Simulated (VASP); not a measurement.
Input of a VASP 6.6.1 run:

INCAR

```
PREC     = Accurate       # precision mode
ENCUT    = 520            # plane-wave cutoff, eV
EDIFF    = 1E-6           # SCF threshold, eV
ISMEAR   = -1             # smearing method
SIGMA    = 0.03           # smearing width, eV
LREAL    = False          # projectors in reciprocal space
LASPH    = True           # aspherical terms in the spheres
NELM     = 100            # most SCF steps
ALGO     = Normal         # electronic algorithm
ISIF     = 2              # what is computed and relaxed
LWAVE    = False          # write WAVECAR
LCHARG   = False          # write CHGCAR
GGA      = PS             # functional
NBANDS   = 16             # bands
```

File KPOINTS:

```
Automatic mesh
0
Gamma
  8 8 8
```

Contents of POSCAR:

```
CdS
1.0
    0.0000000000      2.5493013765      2.5493013765
    2.5493013765      0.0000000000      2.5493013765
    2.5493013765      2.5493013765      0.0000000000
Cd S
1 1
Direct
    0.0000000000      0.0000000000      0.0000000000
    0.7500000000      0.7500000000      0.7500000000
```

Potentials or basis: VASP PAW PBE potentials, release 64 (Cd, S).

Command:

```bash
$ cat potpaw_PBE.64/Cd/POTCAR potpaw_PBE.64/S/POTCAR > POTCAR
$ mpirun -np 1 vasp_std > vasp.out
```

Question: What does it give for the band gap on the k mesh?

Answer: 1.66 eV, direct.

Question: Estimate the pressure.

Answer: 63.3 GPa.

Caveat: the PAW data sets were made with another functional, which shifts forces and pressure a little. PBEsol gaps usually lie below the measured ones, often by a third to a half.
